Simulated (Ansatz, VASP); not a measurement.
Given: the input of a run of Ansatz 0.2.0 on MgS.

The input input.yaml:

```yaml
crystal:
  lattice:
    - [4.1137527396, 0.0, 0.0]
    - [-2.0568763698, 3.5626143774, 0.0]
    - [0.0, 0.0, 6.5584496235]
  atoms:
    - { symbol: S, position: [0.6666666667, 0.3333333333, 0.87924415] }
    - { symbol: S, position: [0.3333333333, 0.6666666667, 0.37924415] }
    - { symbol: Mg, position: [0.3333333333, 0.6666666667, 0.99575485] }
    - { symbol: Mg, position: [0.6666666667, 0.3333333333, 0.49575485] }
hamiltonian:
  xc: r2scan
  pseudopotentials: { kind: paw }
kpoints:
  mp_grid: { grid: [8, 8, 4] }
scf:
  occupations: { method: fermi_dirac, width: 0.05 }
output:
  forces: true
  stress: true
  eigenvalues: true
```

Potentials or basis: Ansatz PAW.

Launch:

```sh
$ ansatz run input.yaml --threads 2 --pin off --max-ram 5632MiB --backend cpu --events-out ev --progress --plain --runs-dir out
```

Problem. Set up the same calculation for VASP 6.6.1. Potentials there: VASP PAW PBE potentials, release 64 (S, Mg).

Solution. As run (the cutoff follows the program's own potentials):

File POSCAR:

```
MgS
1.0
    4.1137527396      0.0000000000      0.0000000000
   -2.0568763698      3.5626143774      0.0000000000
    0.0000000000      0.0000000000      6.5584496235
S Mg
2 2
Direct
    0.6666666667      0.3333333333      0.8792441500
    0.3333333333      0.6666666667      0.3792441500
    0.3333333333      0.6666666667      0.9957548500
    0.6666666667      0.3333333333      0.4957548500
```

INCAR.step1

```
SYSTEM = MgS
PREC = Accurate ; ENCUT = 520
ISMEAR = -1 ; SIGMA = 0.05
LREAL = .FALSE. ; LASPH = .TRUE.
NELM = 100 ; NBANDS = 16
GGA = PE ; ALGO = Normal
EDIFF = 1E-4 ; LWAVE = .TRUE.
LCHARG = .FALSE.
```

The input INCAR.step2:

```
SYSTEM = MgS
PREC = Accurate ; ENCUT = 520
EDIFF = 1E-6 ; ISMEAR = -1
SIGMA = 0.05 ; LREAL = .FALSE.
LASPH = .TRUE. ; NELM = 100
ALGO = Normal ; ISIF = 2
LWAVE = .FALSE. ; LCHARG = .FALSE.
METAGGA = R2SCAN ; LMIXTAU = .TRUE.
NBANDS = 16 ; ISTART = 1
```

File KPOINTS:

```
regular mesh
0
G
  8 8 4
  0 0 0
```

Potentials or basis: VASP PAW PBE potentials, release 64 (S, Mg).

The run is started by

```console
$ cat potpaw_PBE.64/S/POTCAR potpaw_PBE.64/Mg/POTCAR > POTCAR
$ cp INCAR.step1 INCAR
$ mpirun -np 1 vasp_std > vasp.out
$ cp INCAR.step2 INCAR
$ mpirun -np 1 vasp_std > vasp.out
```

Both were run:

|  | VASP | Ansatz | Ansatz less VASP |
| --- | --- | --- | --- |
| gap on the k mesh at the Fermi level (eV) | 3.80 | 3.82 | +0.014 |
| least direct gap on the mesh (eV) | 3.80 | 3.82 | +0.014 |
| pressure (GPa) | -3.4 | -3.1 | +0.27 |
| rms of the force components (eV/Å) | 0.035 | 0.035 | -0.0006 |

VASP's potentials were made for PBE, not for r2SCAN. Atom by atom the forces differ by 0.001 eV/Å (rms over components). VASP's potentials hold 16 valence electrons a cell and Ansatz's 32, so a difference there can come from the potentials and not from the codes.
